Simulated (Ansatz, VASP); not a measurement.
Two plane-wave programs on Al

POSCAR

```
Al
1.0
    0.0000000000      1.9134070000      1.9134070000
    1.9134070000      0.0000000000      1.9134070000
    1.9134070000      1.9134070000      0.0000000000
Al
1
Direct
    0.0000000000      0.0000000000      0.0000000000
```

Contents of INCAR.step1:

```
SYSTEM = Al
PREC     = Accurate       ! precision mode
ENCUT    = 550            ! plane-wave cutoff, eV
ISMEAR   = -1             ! smearing method
SIGMA    = 0.1            ! smearing width, eV
LREAL    = .False.        ! projectors in reciprocal space
LASPH    = .True.         ! aspherical terms in the spheres
NELM     = 120            ! most SCF steps
NBANDS   = 8              ! bands
GGA      = PE             ! functional
ALGO     = Normal         ! electronic algorithm
EDIFF    = 1E-5           ! SCF threshold, eV
LWAVE    = .True.         ! write WAVECAR
LCHARG   = .False.        ! write CHGCAR
GGA_COMPAT= .False.
```

File INCAR.step2:

```
SYSTEM = Al
PREC     = Accurate       ! precision mode
ENCUT    = 550            ! plane-wave cutoff, eV
EDIFF    = 1E-6           ! SCF threshold, eV
ISMEAR   = -1             ! smearing method
SIGMA    = 0.1            ! smearing width, eV
LREAL    = .False.        ! projectors in reciprocal space
LASPH    = .True.         ! aspherical terms in the spheres
NELM     = 120            ! most SCF steps
ALGO     = Normal         ! electronic algorithm
ISIF     = 2              ! what is computed and relaxed
LWAVE    = .False.        ! write WAVECAR
LCHARG   = .True.         ! write CHGCAR
METAGGA  = R2SCAN         ! meta-GGA
LMIXTAU  = .True.       
LELF     = .True.         ! ELF
LVHAR    = .True.       
NBANDS   = 8              ! bands
ISTART   = 1            
GGA_COMPAT= .False.
```

The input KPOINTS:

```
regular mesh
0
Gamma
  15 15 15
  0 0 0
```

Input for Ansatz:

```yaml
crystal:
  lattice:
    - [0.0, 1.913407, 1.913407]
    - [1.913407, 0.0, 1.913407]
    - [1.913407, 1.913407, 0.0]
  atoms:
    - { symbol: Al, position: [0.0, 0.0, 0.0] }
  symmetry: { tolerance: 0.0003 }
kpoints:
  mp_grid: { grid: [15, 15, 15], shift: [0, 0, 0] }
  band_path:
    path:
      - [0.0, 0.0, 0.0]
      - [0.5, 0.0, 0.5]
      - [0.625, 0.25, 0.625]
      - [0.375, 0.375, 0.75]
      - [0.0, 0.0, 0.0]
      - [0.5, 0.5, 0.5]
      - [0.5, 0.25, 0.75]
      - [0.5, 0.0, 0.5]
    npoints: 8
magnetization:
  spin_polarized: false
scf:
  occupations: { method: fermi_dirac }
  lower_state_search: "off"
  max_iter: 200
hamiltonian:
  pseudopotentials: { kind: paw }
  xc: r2scan
basis:
  ecutwfc: 500
  fft_grid_basis: typed
output:
  forces: true
  stress: true
  eigenvalues: true
  bader: true
  populations: true
  elf: true
  write_potential: true
  volumetric_format: npy
  dos:
    e_range: [-12, 8]
    de: 0.05
    projected: { site_lists: { Al: [Al] } }
checkpoint:
  read: saved_state
```

Alike in both runs: task single point; functional r2SCAN; k mesh 15 × 15 × 15; no spin polarisation.

|  | VASP | Ansatz |
| --- | --- | --- |
| version | VASP 6.6.1 | Ansatz 0.2.0 |
| potentials or method | VASP PAW PBE potentials, release 64 (Al), cutoff 550 eV | PAW plane waves |
| occupations | fermi-dirac, width 0.1 eV | fermi-dirac |
| valence electrons in the cell | 3 | 3 |

```tsv
	VASP	Ansatz	Ansatz less VASP
pressure (GPa)	15.2	15.7	+0.45
```

VASP's potentials were made for PBE, not for r2SCAN.
